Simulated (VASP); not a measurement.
Input of a VASP 6.6.1 run:

The input INCAR:

```
SYSTEM = CdS
PREC = Accurate ; ENCUT = 520
EDIFF = 1E-6 ; ISMEAR = -1
SIGMA = 0.08 ; LREAL = .FALSE.
LASPH = .TRUE. ; NELM = 100
ALGO = Normal ; ISIF = 2
LWAVE = .FALSE. ; LCHARG = .FALSE.
GGA = CA ; NBANDS = 16
ISYM = 0
```

File KPOINTS:

```
Automatic mesh
0
Gamma
  11 11 11
  0.5 0.5 0.5
```

File POSCAR:

```
CdS
1.0
    0.0000000000      2.4805447714      2.4805447714
    2.4805447714      0.0000000000      2.4805447714
    2.4805447714      2.4805447714      0.0000000000
Cd S
1 1
Direct
    0.0000000000      0.0000000000      0.0000000000
    0.2500000000      0.2500000000      0.2500000000
```

Potentials or basis: VASP PAW LDA potentials, release 64 (Cd, S).

Command:

```bash
$ cat potpaw_LDA.64/Cd/POTCAR potpaw_LDA.64/S/POTCAR > POTCAR
$ mpirun -np 1 vasp_std > vasp.out
```

(1) What does it give for the band gap on the k mesh?

(2) Predict the pressure.

Results:

(1) 1.90 eV.

(2) 87.4 GPa.

Caveat: the cell stands under pressure; a shifted mesh leaves out Γ, where band edges can lie.
